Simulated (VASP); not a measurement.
# Co (P6_3/mmc) in VASP: a series of runs

The runs below take Co through single point, with PBE.

Program: VASP 6.6.1. These are calculated values, not measurements. Logs are shortened: lines on timing, memory, paths and dates and some standing lists are left out, and cuts for length are marked.

## Step 1: The cell of the first run

Symmetry: P6_3/mmc, No. 194, hexagonal system. Conventional cell: a = 1.978 Å, b = 1.978 Å, c = 3.209 Å, α = 90.00°, β = 90.00°, γ = 120.00°. Co (site symmetry -6m2) has 12 Co at 1.97 to 1.98 Å within 2.6 Å.

## Step 2: Single point, PBE, collinear spin, ferromagnetic start (5.43 Å³/atom)

INCAR

```
  PREC = Accurate
  ENCUT = 520
  EDIFF = 1E-6
  ISMEAR = -1
  SIGMA = 0.05
  LREAL = False
  LASPH = True
  NELM = 150
  ALGO = Normal
  ISIF = 2
  LWAVE = False
  LCHARG = True
  ISPIN = 2
  MAGMOM = 1.7 1.7
  LORBIT = 11
  LMAXMIX = 4
  GGA = PE
  LELF = True
  LVHAR = True
  NBANDS = 20
```

KPOINTS

```
regular mesh
0
Gamma
  17 17 10
```

POSCAR

```
Co
1.0
    1.9776386973      0.0000000000      0.0000000000
   -0.9888193487      1.7126853514      0.0000000000
    0.0000000000      0.0000000000      3.2087080890
Co
2
Direct
    0.3333333333      0.6666666667      0.2500000000
    0.6666666667      0.3333333333      0.7500000000
```

Potentials or basis: VASP PAW PBE potentials, release 64 (Co).

On the command line:

```console
$ cat potpaw_PBE.64/Co/POTCAR > POTCAR
$ mpirun -np 1 vasp_std > vasp.out
```

OUTCAR:

```text
PREC = Accurate
   ENCUT = 520
   EDIFF = 1E-6
   ISMEAR = -1
   LREAL = False
   LASPH = True
   NELM = 150
   ISIF = 2
   ISPIN = 2
   LORBIT = 11
   GGA = PE

 ion  position               nearest neighbor table
   1  0.333  0.667  0.250-   2 1.97   2 1.97   2 1.97   2 1.97   2 1.97   2 1.97   2 2.79   2 2.79
                             2 2.79   2 2.79   2 2.79   2 2.79
   2  0.667  0.333  0.750-   1 1.97   1 1.97   1 1.97   1 1.97   1 1.97   1 1.97   1 2.79   1 2.79
                             1 2.79   1 2.79   1 2.79   1 2.79

  LATTYP: Found a hexagonal cell.
 ALAT       =     1.9776386973
 C/A-ratio  =     1.6224945908

  Lattice vectors:

 A1 = (   1.9776386973,   0.0000000000,   0.0000000000)
 A2 = (  -0.9888193487,   1.7126853514,   0.0000000000)
 A3 = (   0.0000000000,   0.0000000000,   3.2087080890)

Analysis of symmetry for initial positions (statically):
=====================================================================
 Subroutine PRICEL returns:
 Original cell was already a primitive cell.

 Routine SETGRP: Setting up the symmetry group for a
 hexagonal supercell.

 Subroutine GETGRP returns: Found 24 space group operations
 (whereof 12 operations were pure point group operations)
 out of a pool of 24 trial point group operations.

The static configuration has the point symmetry D_3d.
 The point group associated with its full space group is D_6h.

Analysis of symmetry for dynamics (positions and initial velocities):
=====================================================================
 Subroutine PRICEL returns:
 Original cell was already a primitive cell.

 Routine SETGRP: Setting up the symmetry group for a
 hexagonal supercell.

 Subroutine GETGRP returns: Found 24 space group operations
 (whereof 12 operations were pure point group operations)
 out of a pool of 24 trial point group operations.

The dynamic configuration has the point symmetry D_3d.
 The point group associated with its full space group is D_6h.

Analysis of structural, dynamic, and magnetic symmetry:
=====================================================================
 Subroutine PRICEL returns:
 Original cell was already a primitive cell.

 Routine SETGRP: Setting up the symmetry group for a
 hexagonal supercell.

 Subroutine GETGRP returns: Found 24 space group operations
 (whereof 12 operations were pure point group operations)
 out of a pool of 24 trial point group operations.

The overall configuration has the point symmetry D_3d.
 The point group associated with its full space group is D_6h.
[... 115 lines left out ...]
   EFERMI_NEDOS =   21; number of points for ismear=-14 and -15
   IALGO  =     38    algorithm
   IMIX   =      4    mixing-type and parameters
     AMIX     =   0.40;   BMIX     =  1.00
     AMIX_MAG =   1.60;   BMIX_MAG =  1.00
  volume/ion in A,a.u.               =       5.43        36.67
  Fermi-wavevector in a.u.,A,eV,Ry     =   1.936931  3.660268 51.044985  3.751701
  Thomas-Fermi vector in A             =   2.967638
   LORBIT       =     11    0 simple, 1 ext, 2 COOP (PROOUT), +10 PAW based schemes
   GGA     = PE    functional components
   LHFCALC =     F    Hartree Fock is set to
   AEXX    =    0.0000 exact exchange contribution
   IVDW    =     0    specifies the selected vdW correction
   LEPSILON=     F    determine dielectric tensor
   LRPA    =     F    only Hartree local field effects (RPA)
 spin polarized calculation
  energy-cutoff  :      520.00
  volume of cell :       10.87
 maximum number of plane-waves:       311
 NGX is ok and might be reduce to    16
   NGX =  7   NGY =  7   NGZ = 11

 number of electron      17.9999995 magnetization      -0.0148014

 number of electron      17.9999995 magnetization       0.0021622

 Free energy of the ion-electron system (eV)
  ---------------------------------------------------
  ext. energy  EPLUGINS =         0.00000000
  ---------------------------------------------------
  free energy    TOTEN  =        -1.73351879 eV

  energy without entropy =       -1.71663273  energy(sigma->0) =       -1.72507576

 E-fermi :  25.4169     XC(G=0): -18.0276

 val. band max:       25.4152079989   @ k =   0.3529   0.2941   0.3000
 cond. band min:      25.4181679233   @ k =   0.3529   0.0588   0.1000
 fundamental gap:      0.0029599244
 Fermi energy:        25.4168658745

 spin component 1

 k-point     1 :       0.0000    0.0000    0.0000
  band No.  band energies     occupation
      1      11.6388      1.00000
      2      14.5989      1.00000
      3      20.3071      1.00000
      4      20.3744      1.00000
      5      20.3744      1.00000
      6      21.3771      1.00000
[... 541 lines left out ...]
     19      60.1010      0.00000
     20      61.8812      0.00000

 [... further k-points ...]

 spin component 2

 k-point     1 :       0.0000    0.0000    0.0000
  band No.  band energies     occupation
      1      11.6389      1.00000
      2      14.5995      1.00000
      3      20.3080      1.00000
      4      20.3753      1.00000
      5      20.3753      1.00000
      6      21.3781      1.00000
[... 541 lines left out ...]
     19      60.1016      0.00000
     20      61.8735      0.00000

 [... further k-points ...]
[... 5 lines left out ...]
  --------------------------------------------------------------------------------------
  -------------------------------------------------------------------------------------
  Total       48.0421652     48.0421652     47.9776464     -0.0000000     -0.0000000     -0.0000000
  in kB     7082.3667308   7082.3667310   7072.8553794     -0.0000002     -0.0000000     -0.0000000
  external PRESSURE =    7079.1962804 kB  Pullay stress =       0.0000000 kB

 VOLUME and BASIS-vectors are now :
 -----------------------------------------------------------------------------
  energy-cutoff  :      520.00
  volume of cell :       10.87
      direct lattice vectors                 reciprocal lattice vectors
     1.977638697  0.000000000  0.000000000     0.505653536  0.291939205  0.000000000
    -0.988819349  1.712685351  0.000000000     0.000000000  0.583878410  0.000000000
     0.000000000  0.000000000  3.208708089     0.000000000  0.000000000  0.311651909

 POSITION                                       TOTAL-FORCE (eV/Angst)
 -----------------------------------------------------------------------------------
     -0.00000      1.14179      0.80218        -0.000000      0.000000      0.000000
      0.98882      0.57090      2.40653         0.000000     -0.000000      0.000000
 -----------------------------------------------------------------------------------
    total drift:                                0.000000     -0.000000     -0.000000

  FREE ENERGIE OF THE ION-ELECTRON SYSTEM (eV)
  ---------------------------------------------------
  free  energy   TOTEN  =        -1.7335187902 eV

  energy  without entropy=       -1.7166327295  energy(sigma->0) =       -1.72507576

 total charge

# of ion       s       p       d       tot
------------------------------------------
    1        0.943   1.487   8.382  10.813
    2        0.943   1.487   8.382  10.813
--------------------------------------------------
tot          1.886   2.975  16.764  21.625

 magnetization (x)

# of ion       s       p       d       tot
------------------------------------------
    1       -0.000  -0.000   0.001   0.000
    2       -0.000  -0.000   0.001   0.000
--------------------------------------------------
tot         -0.000  -0.000   0.001   0.001
```

stdout:

```text
POSCAR found type information on POSCAR Co
 POSCAR found :  1 types and       2 ions
 scaLAPACK will be used
 LDA part: xc-table for (Slater+PW92), standard interpolation
 POSCAR, INCAR and KPOINTS ok, starting setup
 FFT: planning ... GRIDC
 FFT: planning ... GRID_SOFT
 FFT: planning ... GRID
 WAVECAR not read
 entering main loop
```

Wall time 57 s (1 thread of Intel Xeon Platinum 8259CL at 2.50GHz (Skylake/Cascade Lake), shared host); peak memory 0.18 GiB.

The run converged, but its numbers aren't listed here, since they failed a check.

Caveat: the cell stands under pressure.

## Step 3: Single point, PBE, collinear spin, ferromagnetic start

INCAR

```
SYSTEM = Co
PREC = Accurate ; ENCUT = 520
EDIFF = 1E-6 ; ISMEAR = 1
SIGMA = 0.1 ; LREAL = .FALSE.
LASPH = .TRUE. ; NELM = 150
ALGO = Normal ; ISIF = 2
LWAVE = .FALSE. ; LCHARG = .TRUE.
ISPIN = 2 ; MAGMOM = 1.7 1.7
LORBIT = 11 ; LMAXMIX = 4
GGA = PE ; LELF = .TRUE.
LVHAR = .TRUE. ; NBANDS = 20
```

KPOINTS

```
regular mesh
0
G
  17 17 10
  0 0 0
```

POSCAR

```
Co
1.0
    1.9778344199      0.0000000000      0.0000000000
   -0.9889172100      1.7128548521      0.0000000000
    0.0000000000      0.0000000000      3.2080730656
Co
2
Direct
    0.3333333333      0.6666666667      0.2500000000
    0.6666666667      0.3333333333      0.7500000000
```

Potentials or basis: VASP PAW PBE potentials, release 64 (Co).

On the command line:

```console
$ cat potpaw_PBE.64/Co/POTCAR > POTCAR
$ mpirun -np 1 vasp_std > vasp.out
```

Run time: 55 s. Hardware: 1 thread of Intel Xeon Platinum 8259CL at 2.50GHz (Skylake/Cascade Lake), shared host; peak memory 0.18 GiB.

The run converged, but its numbers aren't listed here, since they failed a check.

Caveat: the cell stands under pressure.

## Step 4: Single point, PBE, collinear spin, ferromagnetic start

This run uses another cell than the first one, of 6.30 Å³/atom.

INCAR

```
PREC = Accurate
ENCUT = 520
EDIFF = 1E-7
ISMEAR = -1
SIGMA = 0.05
LREAL = F
LASPH = T
NELM = 150
ALGO = Normal
ISIF = 2
LWAVE = F
LCHARG = F
ISPIN = 2
MAGMOM = 1.7 1.7
LORBIT = 11
LMAXMIX = 4
GGA = PE
NBANDS = 20
```

KPOINTS

```
Automatic mesh
0
Gamma
  17 17 10
```

POSCAR

```
Co
1.0
    2.0787289814      0.0000000000      0.0000000000
   -1.0393644907      1.8002321054      0.0000000000
    0.0000000000      0.0000000000      3.3688863439
Co
2
Direct
    0.3333333333      0.6666666667      0.2500000000
    0.6666666667      0.3333333333      0.7500000000
```

On the command line:

```console
$ cat potpaw_PBE.64/Co/POTCAR > POTCAR
$ mpirun -np 1 vasp_std > vasp.out
```

Run time: 79 s. Hardware: 1 thread of Intel Xeon Platinum 8259CL at 2.50GHz (Skylake/Cascade Lake), shared host; peak memory 0.18 GiB.

It converged, with:

```yaml
Free_energy: -7.5189 eV
Pressure: 390.0 GPa
Band_gap_on_the_k_mesh: zero (filled and empty bands overlap)
Net_moment: 0.00 μB per cell
```

Stress tensor (GPa, compression positive):
```
390.10   0.00   0.00
  0.00 390.10   0.00
  0.00   0.00 389.69
```

Levels at points of the mesh, in eV from the Fermi level:
Spin up:
| k point | band 6 | band 7 | band 8 | band 9 | band 10 | band 11 | band 12 | band 13 |
| --- | --- | --- | --- | --- | --- | --- | --- | --- |
| (0.00, 0.00, 0.00) | -3.24 | -3.24 | -2.39 | -2.39 | -0.37 | 0.14 | 0.14 | 12.79 |
| (0.00, 0.00, 0.50) | -4.15 | -4.15 | -4.15 | -0.52 | -0.52 | -0.52 | -0.52 | 21.82 |
Spin down:
```tsv
k point	band 7	band 8	band 9	band 10	band 11	band 12
(0.00, 0.00, 0.00)	-3.24	-2.39	-2.39	-0.37	0.14	0.14
(0.00, 0.00, 0.50)	-4.15	-4.15	-0.52	-0.52	-0.52	-0.52
```

Caveat: the cell stands under pressure.

## Step 5: Single point, PBE, collinear spin, ferromagnetic start

This run uses another cell than the first one, of 7.39 Å³/atom.

INCAR

```
PREC = Accurate ; ENCUT = 520
EDIFF = 1E-6 ; ISMEAR = -1
SIGMA = 0.05 ; LREAL = F
LASPH = T ; NELM = 150
ALGO = Normal ; ISIF = 2
LWAVE = F ; LCHARG = T
ISPIN = 2 ; MAGMOM = 1.7 1.7
LORBIT = 11 ; LMAXMIX = 4
GGA = PE ; LELF = T
LVHAR = T ; NBANDS = 20
```

KPOINTS is that of step 4.

POSCAR

```
Co
1.0
    2.1932432738      0.0000000000      0.0000000000
   -1.0966216369      1.8994043918      0.0000000000
    0.0000000000      0.0000000000      3.5480473601
Co
2
Direct
    0.3333333333      0.6666666667      0.2500000000
    0.6666666667      0.3333333333      0.7500000000
```

On the command line:

```console
$ cat potpaw_PBE.64/Co/POTCAR > POTCAR
$ mpirun -np 1 vasp_std > vasp.out
```

It took 96 s on 1 thread of Intel Xeon Platinum 8259CL at 2.50GHz (Skylake/Cascade Lake), shared host; peak memory 0.19 GiB.

Results (log left out):

```
Free energy  : -11.2392 eV
Pressure     : 183.9 GPa
Net moment   : 0.73 μB per cell
Site moments : Co +0.35 μB
```

Stress tensor (GPa, compression positive):
```
183.90   0.00   0.00
  0.00 183.90   0.00
  0.00   0.00 183.82
```

Levels at points of the mesh, in eV from the Fermi level:
Spin up:
| k point | band 8 | band 9 | band 10 | band 11 | band 12 | band 13 |
| --- | --- | --- | --- | --- | --- | --- |
| (0.00, 0.00, 0.00) | -2.07 | -2.07 | -0.38 | -0.06 | -0.06 | 10.57 |
| (0.00, 0.00, 0.50) | -3.42 | -0.60 | -0.60 | -0.60 | -0.60 | 19.79 |
Spin down:
```
           k point  band 5  band 6  band 7  band 8  band 9  band 10  band 11  band 12
(0.00, 0.00, 0.00)   -2.96   -2.33   -2.33   -1.65   -1.65    -0.36     0.39     0.39
(0.00, 0.00, 0.50)   -3.06   -3.06   -3.06   -3.06   -0.15    -0.15    -0.15    -0.15
```

Caveat: the cell stands under pressure.

## Step 6: Single point, PBE, collinear spin, ferromagnetic start (7.39 Å³/atom)

This run uses another cell than the first one, of 7.39 Å³/atom.

INCAR

```
SYSTEM = Co
ALGO = Normal
EDIFF = 1E-6
ENCUT = 520
GGA = PE
ISIF = 2
ISMEAR = -1
ISPIN = 2
LASPH = .TRUE.
LCHARG = .TRUE.
LELF = .TRUE.
LMAXMIX = 4
LORBIT = 11
LREAL = .FALSE.
LVHAR = .TRUE.
LWAVE = .FALSE.
MAGMOM = 1.7 1.7
NBANDS = 20
NELM = 150
PREC = Accurate
SIGMA = 0.05
```

KPOINTS

```
k-points
0
G
  17 17 10
  0 0 0
```

POSCAR is that of step 5.

Potentials or basis: VASP PAW PBE potentials, release 64 (Co).

On the command line:

```console
$ cat potpaw_PBE.64/Co/POTCAR > POTCAR
$ mpirun -np 1 vasp_std > vasp.out
```

OUTCAR:

```text
SYSTEM = Co
   EDIFF = 1E-6
   ENCUT = 520
   GGA = PE
   ISIF = 2
   ISMEAR = -1
   ISPIN = 2
   LASPH = .TRUE.
   LORBIT = 11
   LREAL = .FALSE.
   NELM = 150
   PREC = Accurate

 ion  position               nearest neighbor table
   1  0.333  0.667  0.250-   2 2.18   2 2.18   2 2.18   2 2.18   2 2.18   2 2.18   2 3.09   2 3.09
                             2 3.09   2 3.09   2 3.09   2 3.09
   2  0.667  0.333  0.750-   1 2.18   1 2.18   1 2.18   1 2.18   1 2.18   1 2.18   1 3.09   1 3.09
                             1 3.09   1 3.09   1 3.09   1 3.09

  LATTYP: Found a hexagonal cell.
 ALAT       =     2.1932432738
 C/A-ratio  =     1.6177171965

  Lattice vectors:

 A1 = (   2.1932432738,   0.0000000000,   0.0000000000)
 A2 = (  -1.0966216369,   1.8994043918,   0.0000000000)
 A3 = (   0.0000000000,   0.0000000000,   3.5480473601)

Analysis of symmetry for initial positions (statically):
=====================================================================
 Subroutine PRICEL returns:
 Original cell was already a primitive cell.

 Routine SETGRP: Setting up the symmetry group for a
 hexagonal supercell.

 Subroutine GETGRP returns: Found 24 space group operations
 (whereof 12 operations were pure point group operations)
[... 750 lines left out ...]
      4      14.2970      1.00000
      5      14.2970      1.00000
      6      14.9229      1.00000
[... 541 lines left out ...]
     19      46.3987      0.00000
     20      52.9386      0.00000

 [... further k-points ...]
[... 5 lines left out ...]
  --------------------------------------------------------------------------------------
  -------------------------------------------------------------------------------------
  Total       16.9654291     16.9654291     16.9584165     -0.0000000     -0.0000000      0.0000000
  in kB     1839.0002132   1839.0002133   1838.2400648     -0.0000000     -0.0000000      0.0000000
  external PRESSURE =    1838.7468304 kB  Pullay stress =       0.0000000 kB

 VOLUME and BASIS-vectors are now :
 -----------------------------------------------------------------------------
  energy-cutoff  :      520.00
  volume of cell :       14.78
      direct lattice vectors                 reciprocal lattice vectors
     2.193243274  0.000000000  0.000000000     0.455945773  0.263240415  0.000000000
    -1.096621637  1.899404392  0.000000000     0.000000000  0.526480830  0.000000000
     0.000000000  0.000000000  3.548047360     0.000000000  0.000000000  0.281845167

 POSITION                                       TOTAL-FORCE (eV/Angst)
 -----------------------------------------------------------------------------------
     -0.00000      1.26627      0.88701        -0.000000      0.000000      0.000000
      1.09662      0.63313      2.66104         0.000000     -0.000000      0.000000
 -----------------------------------------------------------------------------------
    total drift:                               -0.000000      0.000000     -0.000000

  FREE ENERGIE OF THE ION-ELECTRON SYSTEM (eV)
  ---------------------------------------------------
  free  energy   TOTEN  =       -11.2392026925 eV

  energy  without entropy=      -11.2105999457  energy(sigma->0) =      -11.22490132

 total charge

# of ion       s       p       d       tot
------------------------------------------
    1        0.697   0.968   7.686   9.350
    2        0.697   0.968   7.686   9.350
--------------------------------------------------
tot          1.393   1.935  15.372  18.700

 magnetization (x)

# of ion       s       p       d       tot
------------------------------------------
    1       -0.004  -0.015   0.372   0.353
    2       -0.004  -0.015   0.372   0.353
--------------------------------------------------
tot         -0.008  -0.030   0.744   0.706
```

Wall time 94 s (1 thread of Intel Xeon Platinum 8259CL at 2.50GHz (Skylake/Cascade Lake), shared host); peak memory 0.19 GiB.

What came out:

```yaml
Free_energy: -11.2392 eV
Pressure: 183.9 GPa
Net_moment: 0.73 μB per cell
Site_moments: Co +0.35 μB
```

Stress tensor (GPa, compression positive):
```
183.90   0.00   0.00
  0.00 183.90   0.00
  0.00   0.00 183.82
```

Caveat: the cell stands under pressure.
